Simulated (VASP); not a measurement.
# Re (Im-3m) in VASP: notebook, part 2 of 2

VASP 6.6.1. Earlier steps stand in the parts before.

## Step 3: Single point, BLYP (volume scaled by 0.92)

File INCAR:

```
PREC = Accurate ; ENCUT = 520
EDIFF = 1E-6 ; ISMEAR = -1
SIGMA = 0.1 ; LREAL = F
LASPH = T ; NELM = 80
ALGO = Normal ; ISIF = 2
LWAVE = F ; LCHARG = T
GGA = B5 ; ALDAX = 1.0
AGGAX = 1.0 ; AGGAC = 1.0
ALDAC = 0.0 ; LELF = T
LVHAR = T ; NBANDS = 10
```

File KPOINTS:

```
regular mesh
0
Gamma
  16 16 16
```

File POSCAR:

```
Re
1.0
   -1.5342493475      1.5342493475      1.5342493475
    1.5342493475     -1.5342493475      1.5342493475
    1.5342493475      1.5342493475     -1.5342493475
Re
1
Direct
    0.0000000000      0.0000000000      0.0000000000
```

Potentials or basis: VASP PAW PBE potentials, release 64 (Re).

The run is started by

```console
$ cat potpaw_PBE.64/Re/POTCAR > POTCAR
$ mpirun -np 1 vasp_std > vasp.out
```

OUTCAR:

```text
PREC = Accurate
   ENCUT = 520
   EDIFF = 1E-6
   ISMEAR = -1
   LREAL = F
   LASPH = T
   NELM = 80
   ISIF = 2
   GGA = B5

 ion  position               nearest neighbor table
   1  0.000  0.000  0.000-

  LATTYP: Found a body centered cubic cell.
 ALAT       =     3.0684986950

  Lattice vectors:

 A1 = (  -1.5342493475,   1.5342493475,   1.5342493475)
 A2 = (   1.5342493475,  -1.5342493475,   1.5342493475)
 A3 = (   1.5342493475,   1.5342493475,  -1.5342493475)

Analysis of symmetry for initial positions (statically):
=====================================================================
 Subroutine PRICEL returns:
 Original cell was already a primitive cell.

 Routine SETGRP: Setting up the symmetry group for a
 body centered cubic supercell.

 Subroutine GETGRP returns: Found 48 space group operations
 (whereof 48 operations were pure point group operations)
 out of a pool of 48 trial point group operations.

The static configuration has the point symmetry O_h .

Analysis of symmetry for dynamics (positions and initial velocities):
=====================================================================
 Subroutine PRICEL returns:
 Original cell was already a primitive cell.

 Routine SETGRP: Setting up the symmetry group for a
 body centered cubic supercell.

 Subroutine GETGRP returns: Found 48 space group operations
 (whereof 48 operations were pure point group operations)
 out of a pool of 48 trial point group operations.

The dynamic configuration has the point symmetry O_h .

 Subroutine INISYM returns: Found 48 space group operations
 (whereof 48 operations are pure point group operations),
 and found     1 'primitive' translations

----------------------------------------------------------------------------------------

                                     Primitive cell
[... 110 lines left out ...]
  volume/ion in A,a.u.               =      14.45        97.49
  Fermi-wavevector in a.u.,A,eV,Ry     =   1.285854  2.429911 22.496142  1.653420
  Thomas-Fermi vector in A             =   2.417963
   LORBIT       =      0    0 simple, 1 ext, 2 COOP (PROOUT), +10 PAW based schemes
   GGA     = B5    functional components
   LHFCALC =     F    Hartree Fock is set to
   AEXX    =    0.0000 exact exchange contribution
   IVDW    =     0    specifies the selected vdW correction
   LEPSILON=     F    determine dielectric tensor
   LRPA    =     F    only Hartree local field effects (RPA)
 non-spin polarized calculation
  energy-cutoff  :      520.00
  volume of cell :       14.45
 maximum number of plane-waves:       402
   NGX =  9   NGY =  9   NGZ =  9

 number of electron       6.9999999 magnetization

 Free energy of the ion-electron system (eV)
  ---------------------------------------------------
  ext. energy  EPLUGINS =         0.00000000
  ---------------------------------------------------
  free energy    TOTEN  =       -10.34109978 eV

  energy without entropy =      -10.30735008  energy(sigma->0) =      -10.32422493

 E-fermi :   9.6063     XC(G=0): -13.1372

 val. band max:        9.6004895718   @ k =  -0.3750   0.5000   0.0625
 cond. band min:       9.6176082534   @ k =  -0.2500   0.2500   0.0625
 fundamental gap:      0.0171186816
 Fermi energy:         9.6063137959

 k-point     1 :       0.0000    0.0000    0.0000
  band No.  band energies     occupation
      1      -1.0716      2.00000
      2       6.8075      2.00000
      3       6.8075      2.00000
      4       6.8075      2.00000
      5      10.4220      0.00057
      6      10.4221      0.00057
      7      25.4911      0.00000
      8      25.4911      0.00000
      9      25.4911      0.00000
     10      38.0211      0.00000
[... 287 lines left out ...]
 k-point    24 :       0.2500    0.1875   -0.0000
  band No.  band energies     occupation
      1       3.1260      2.00000
      2       5.0949      2.00000
      3       6.1054      2.00000
      4       9.7426      0.40765
      5      11.2287      0.00000
      6      13.7599      0.00000
      7      22.2420      0.00000
      8      25.2741      0.00000
      9      27.4417      0.00000
     10      31.0818      0.00000

 [... further k-points ...]

------------------------ aborting loop because EDIFF is reached ----------------------------------------

  FORCE on cell =-STRESS in cart. coord.  units (eV):
  Direction    XX          YY          ZZ          XY          YZ          ZX
  --------------------------------------------------------------------------------------
  -------------------------------------------------------------------------------------
  Total        3.1244482      3.1244482      3.1244482      0.0000000     -0.0000000      0.0000000
  in kB      346.5262051    346.5262051    346.5262051      0.0000000     -0.0000000      0.0000000
  external PRESSURE =     346.5262051 kB  Pullay stress =       0.0000000 kB

 VOLUME and BASIS-vectors are now :
 -----------------------------------------------------------------------------
  energy-cutoff  :      520.00
  volume of cell :       14.45
      direct lattice vectors                 reciprocal lattice vectors
    -1.534249348  1.534249348  1.534249348     0.000000000  0.325892268  0.325892268
     1.534249348 -1.534249348  1.534249348     0.325892268  0.000000000  0.325892268
     1.534249348  1.534249348 -1.534249348     0.325892268  0.325892268  0.000000000

 POSITION                                       TOTAL-FORCE (eV/Angst)
 -----------------------------------------------------------------------------------
      0.00000      0.00000      0.00000        -0.000000     -0.000000      0.000000
 -----------------------------------------------------------------------------------
    total drift:                                0.000000      0.000000      0.000000

  FREE ENERGIE OF THE ION-ELECTRON SYSTEM (eV)
  ---------------------------------------------------
  free  energy   TOTEN  =       -10.3410997804 eV

  energy  without entropy=      -10.3073500759  energy(sigma->0) =      -10.32422493
```

OSZICAR:

```text
N       E                     dE             d eps       ncg     rms          rms(c)
DAV:   1     0.757300398223E+01    0.75730E+01   -0.35053E+03  4590   0.792E+02
DAV:   2    -0.105177104366E+02   -0.18091E+02   -0.16594E+02  4478   0.165E+02
DAV:   3    -0.109340450970E+02   -0.41633E+00   -0.40300E+00  4664   0.418E+01
DAV:   4    -0.109365048276E+02   -0.24597E-02   -0.24567E-02  4670   0.156E+00
DAV:   5    -0.109365101012E+02   -0.52736E-05   -0.52727E-05  4174   0.352E-02    0.383E+01
DAV:   6    -0.104940356804E+02    0.44247E+00   -0.34791E-01  4592   0.162E+01    0.169E+01
DAV:   7    -0.103452343371E+02    0.14880E+00   -0.28340E-01  4658   0.137E+01    0.389E-01
DAV:   8    -0.103412410097E+02    0.39933E-02   -0.27309E-03  4332   0.532E-01    0.245E-01
DAV:   9    -0.103410947136E+02    0.14630E-03   -0.28388E-04  3936   0.137E-01    0.248E-02
DAV:  10    -0.103411014745E+02   -0.67609E-05   -0.10583E-05  3602   0.505E-02    0.466E-03
DAV:  11    -0.103411002423E+02    0.12322E-05   -0.24066E-07  2372   0.113E-02    0.487E-03
DAV:  12    -0.103410997804E+02    0.46190E-06   -0.78217E-08  1960   0.616E-03
   1 F= -.10341100E+02 E0= -.10324225E+02  d E =-.337497E-01
```

stdout:

```text
POSCAR found type information on POSCAR Re
 POSCAR found :  1 types and       1 ions
 scaLAPACK will be used
 -----------------------------------------------------------------------------
|                                                                             |
|                                                                             |
|     You enforced a specific xc type in the INCAR file but a different       |
|     I HOPE YOU KNOW WHAT YOU ARE DOING!                                     |
|                                                                             |
 -----------------------------------------------------------------------------

 LDA part: xc-table for (Slater(with rela. corr.)+VWN5), standard interpolation
 POSCAR, INCAR and KPOINTS ok, starting setup
 FFT: planning ... GRIDC
 FFT: planning ... GRID_SOFT
 FFT: planning ... GRID
 WAVECAR not read
 entering main loop
```

It took 12 s on 1 thread of Intel Xeon 6975P-C (Granite Rapids), shared host; peak memory 0.14 GiB.

What came out:

* Free energy: -10.3411 eV
* Pressure: 34.7 GPa

Caveat: the cell differs from its parent crystal (volume scaled by 0.92); the PAW data sets were made with another functional, which shifts forces and pressure a little; spin-orbit coupling is left out, which moves the levels of the heavy elements.

## Step 4: Single point, BLYP (volume scaled by 0.96)

File INCAR:

```
SYSTEM = Re
PREC = Accurate ; ENCUT = 520
EDIFF = 1E-6 ; ISMEAR = -1
SIGMA = 0.1 ; LREAL = .False.
LASPH = .True. ; NELM = 60
ALGO = Normal ; ISIF = 2
LWAVE = .False. ; LCHARG = .True.
GGA = B5 ; ALDAX = 1.0
AGGAX = 1.0 ; AGGAC = 1.0
ALDAC = 0.0 ; LELF = .True.
LVHAR = .True. ; NBANDS = 10
```

File KPOINTS:

```
regular mesh
0
Gamma
  16 16 16
  0 0 0
```

File POSCAR:

```
Re
1.0
   -1.5561701569      1.5561701569      1.5561701569
    1.5561701569     -1.5561701569      1.5561701569
    1.5561701569      1.5561701569     -1.5561701569
Re
1
Direct
    0.0000000000      0.0000000000      0.0000000000
```

The run is started by

```console
$ cat potpaw_PBE.64/Re/POTCAR > POTCAR
$ mpirun -np 1 vasp_std > vasp.out
```

Wall time 13 s (1 thread of Intel Xeon 6975P-C (Granite Rapids), shared host); peak memory 0.14 GiB.

The run converged. Its results:

- Free energy: -10.4402 eV
- Pressure: 16.4 GPa

Levels at points of the mesh, in eV from the Fermi level:
| k point | band 1 | band 2 | band 3 | band 4 | band 5 | band 6 |
| --- | --- | --- | --- | --- | --- | --- |
| (0.00, 0.00, 0.00) | -10.35 | -2.65 | -2.65 | -2.65 | 0.78 | 0.78 |
| (0.50, 0.00, 0.00) | -7.22 | -4.81 | 0.30 | 0.63 | 1.49 | 4.34 |
| (0.50, 0.50, 0.50) | -6.81 | -6.81 | 3.43 | 3.43 | 3.43 | 8.11 |

Caveat: the cell differs from its parent crystal (volume scaled by 0.96); the PAW data sets were made with another functional, which shifts forces and pressure a little; spin-orbit coupling is left out, which moves the levels of the heavy elements.

## Step 5: Single point, BLYP

This run uses another cell than the first one, of 15.70 Å³/atom, 1.136 times its volume.

File INCAR:

```
PREC = Accurate ; ENCUT = 520
EDIFF = 1E-6 ; ISMEAR = -1
SIGMA = 0.1 ; LREAL = False
LASPH = True ; NELM = 60
ALGO = Normal ; ISIF = 2
LWAVE = False ; LCHARG = True
GGA = B5 ; ALDAX = 1.0
AGGAX = 1.0 ; AGGAC = 1.0
ALDAC = 0.0 ; LELF = True
LVHAR = True ; NBANDS = 10
```

File KPOINTS:

```
regular mesh
0
Gamma
  16 16 16
```

File POSCAR:

```
Re
1.0
   -1.5774902056      1.5774902056      1.5774902056
    1.5774902056     -1.5774902056      1.5774902056
    1.5774902056      1.5774902056     -1.5774902056
Re
1
Direct
    0.0000000000      0.0000000000      0.0000000000
```

Potentials or basis: VASP PAW PBE potentials, release 64 (Re).

The run is started by

```console
$ cat potpaw_PBE.64/Re/POTCAR > POTCAR
$ mpirun -np 1 vasp_std > vasp.out
```

OUTCAR:

```text
PREC = Accurate
   ENCUT = 520
   EDIFF = 1E-6
   ISMEAR = -1
   LREAL = False
   LASPH = True
   NELM = 60
   ISIF = 2
   GGA = B5

 ion  position               nearest neighbor table
   1  0.000  0.000  0.000-

  LATTYP: Found a body centered cubic cell.
 ALAT       =     3.1549804112

  Lattice vectors:

 A1 = (  -1.5774902056,   1.5774902056,   1.5774902056)
 A2 = (   1.5774902056,  -1.5774902056,   1.5774902056)
 A3 = (   1.5774902056,   1.5774902056,  -1.5774902056)

Analysis of symmetry for initial positions (statically):
=====================================================================
 Subroutine PRICEL returns:
 Original cell was already a primitive cell.

 Routine SETGRP: Setting up the symmetry group for a
 body centered cubic supercell.

 Subroutine GETGRP returns: Found 48 space group operations
 (whereof 48 operations were pure point group operations)
 out of a pool of 48 trial point group operations.

The static configuration has the point symmetry O_h .

Analysis of symmetry for dynamics (positions and initial velocities):
=====================================================================
 Subroutine PRICEL returns:
 Original cell was already a primitive cell.

 Routine SETGRP: Setting up the symmetry group for a
 body centered cubic supercell.

 Subroutine GETGRP returns: Found 48 space group operations
 (whereof 48 operations were pure point group operations)
 out of a pool of 48 trial point group operations.

The dynamic configuration has the point symmetry O_h .

 Subroutine INISYM returns: Found 48 space group operations
 (whereof 48 operations are pure point group operations),
 and found     1 'primitive' translations

[... 112 lines left out ...]
     AMIX_MAG =   1.60;   BMIX_MAG =  1.00
  volume/ion in A,a.u.               =      15.70       105.96
  Fermi-wavevector in a.u.,A,eV,Ry     =   1.250607  2.363304 21.279754  1.564018
  Thomas-Fermi vector in A             =   2.384593
   LORBIT       =      0    0 simple, 1 ext, 2 COOP (PROOUT), +10 PAW based schemes
   GGA     = B5    functional components
   LHFCALC =     F    Hartree Fock is set to
   AEXX    =    0.0000 exact exchange contribution
   IVDW    =     0    specifies the selected vdW correction
   LEPSILON=     F    determine dielectric tensor
   LRPA    =     F    only Hartree local field effects (RPA)
 non-spin polarized calculation
  energy-cutoff  :      520.00
  volume of cell :       15.70
 maximum number of plane-waves:       438
   NGX = 11   NGY = 11   NGZ = 11

 number of electron       7.0000001 magnetization

 Free energy of the ion-electron system (eV)
  ---------------------------------------------------
  ext. energy  EPLUGINS =         0.00000000
  ---------------------------------------------------
  free energy    TOTEN  =       -10.47544696 eV

  energy without entropy =      -10.43805321  energy(sigma->0) =      -10.45675009

 E-fermi :   8.5083     XC(G=0): -12.6870

 val. band max:        8.5013413274   @ k =  -0.3750   0.5000   0.0625
 cond. band min:       8.5098328127   @ k =   0.1875   0.0625   0.0000
 fundamental gap:      0.0084914853
 Fermi energy:         8.5083170640

 k-point     1 :       0.0000    0.0000    0.0000
  band No.  band energies     occupation
      1      -1.5341      2.00000
      2       5.9939      2.00000
      3       5.9940      2.00000
      4       5.9940      2.00000
      5       9.2480      0.00123
      6       9.2481      0.00122
      7      24.2332      0.00000
      8      24.2332      0.00000
      9      24.2332      0.00000
     10      35.6133      0.00000
[... 287 lines left out ...]
 k-point    24 :       0.2500    0.1875   -0.0000
  band No.  band energies     occupation
      1       2.5239      2.00000
      2       4.4697      2.00000
      3       5.2908      2.00000
      4       8.6355      0.43794
      5       9.9069      0.00000
      6      12.1669      0.00000
      7      20.1752      0.00000
      8      23.2309      0.00000
      9      25.3069      0.00000
     10      29.2022      0.00000

 [... further k-points ...]

------------------------ aborting loop because EDIFF is reached ----------------------------------------

  FORCE on cell =-STRESS in cart. coord.  units (eV):
  Direction    XX          YY          ZZ          XY          YZ          ZX
  --------------------------------------------------------------------------------------
  -------------------------------------------------------------------------------------
  Total        0.1848381      0.1848381      0.1848381     -0.0000000      0.0000000      0.0000000
  in kB       18.8600145     18.8600145     18.8600145     -0.0000000      0.0000000      0.0000000
  external PRESSURE =      18.8600145 kB  Pullay stress =       0.0000000 kB

 VOLUME and BASIS-vectors are now :
 -----------------------------------------------------------------------------
  energy-cutoff  :      520.00
  volume of cell :       15.70
      direct lattice vectors                 reciprocal lattice vectors
    -1.577490206  1.577490206  1.577490206     0.000000000  0.316959179  0.316959179
     1.577490206 -1.577490206  1.577490206     0.316959179  0.000000000  0.316959179
     1.577490206  1.577490206 -1.577490206     0.316959179  0.316959179  0.000000000

 POSITION                                       TOTAL-FORCE (eV/Angst)
 -----------------------------------------------------------------------------------
      0.00000      0.00000      0.00000         0.000000      0.000000     -0.000000
 -----------------------------------------------------------------------------------
    total drift:                                0.000000      0.000000      0.000000

  FREE ENERGIE OF THE ION-ELECTRON SYSTEM (eV)
  ---------------------------------------------------
  free  energy   TOTEN  =       -10.4754469617 eV

  energy  without entropy=      -10.4380532143  energy(sigma->0) =      -10.45675009
```

Run time: 15 s. Hardware: 1 thread of Intel Xeon 6975P-C (Granite Rapids), shared host; peak memory 0.14 GiB.

What came out:

```
Free energy : -10.4754 eV
Pressure    : 1.9 GPa
```

Caveat: the PAW data sets were made with another functional, which shifts forces and pressure a little; spin-orbit coupling is left out, which moves the levels of the heavy elements.

## Step 6: Overview

```tsv
cell	gap on the mesh (eV)	pressure (GPa)
a = 2.618 Å, angles 109.5°, 1 atom	none	57.5
a = 2.657 Å, angles 109.5°, 1 atom	none	34.7
a = 2.695 Å, angles 109.5°, 1 atom	none	16.4
a = 2.732 Å, angles 109.5°, 1 atom	none	1.9
```

Alike in all rows: task single point; level BLYP; potentials or basis VASP PAW PBE potentials, release 64 (Re); no spin polarisation; k mesh 16 × 16 × 16; cutoff (eV) 520; smearing fermi-dirac 0.1 eV.

Caveats: the PAW data sets were made with another functional, which shifts forces and pressure a little; spin-orbit coupling is left out, which moves the levels of the heavy elements.

Total energies depend on the potentials used, so only differences within one code and one set of settings carry meaning.
